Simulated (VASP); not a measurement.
## Si: single point with r2SCAN

The system is Si.

```
Si
1.0
     0.00000    2.65990    4.64324
     2.42227    0.00000    4.64324
     2.42227    2.65990    0.00000
Si
4
Direct
  0.22023 0.22023 0.77977
  0.77977 0.77977 0.22023
  0.27261 0.72739 0.27261
  0.72739 0.27261 0.72739
```

```
Program             : VASP 6.6.1
Task                : single point
Functional          : r2SCAN
Potentials or basis : VASP PAW PBE potentials, release 64 (Si)
Cutoff              : 520 eV
k mesh              : 8 × 8 × 8
Occupations         : fermi-dirac, width 0.05 eV
Spin                : no spin polarisation
```

- Pressure: 2.5 GPa
- Largest force: 0.081 eV/Å
- Band gap on the k mesh: zero (bands 8 and 9 overlap by 3.94 eV)

Forces in eV/Å, atoms in the order of the input:
```
Si   0.000  0.000  0.081
Si   0.000  0.000 -0.081
Si   0.000 -0.047  0.000
Si   0.000  0.047  0.000
```

Stress tensor (GPa, compression positive):
```
2.70 0.00 0.00
0.00 2.97 0.00
0.00 0.00 1.75
```

Levels at points of the mesh, in eV from the Fermi level:
```tsv
k point	band 5	band 6	band 7	band 8	band 9	band 10	band 11	band 12
(0.00, 0.00, 0.00)	-2.52	-2.45	-2.08	-1.85	-1.30	1.49	2.10	5.41
(0.50, 0.00, 0.00)	-1.79	-1.46	-1.37	0.27	0.38	0.53	3.39	3.42
(0.50, 0.50, 0.00)	-2.86	-2.61	-0.01	1.06	1.90	2.99	3.30	3.65
(0.50, 0.00, 0.50)	-5.91	-5.47	-3.13	-2.67	-2.16	-1.83	5.56	6.61
(0.00, 0.50, 0.50)	-7.31	-6.85	-2.72	-2.25	-1.75	1.55	4.88	5.60
```

It took 4.2 min on 1 thread of AMD EPYC 9R45 96-Core Processor (Zen 5) (shared host), peak memory 0.2 GiB.

Caveat: the PAW data sets were made with another functional, which shifts forces and pressure a little.
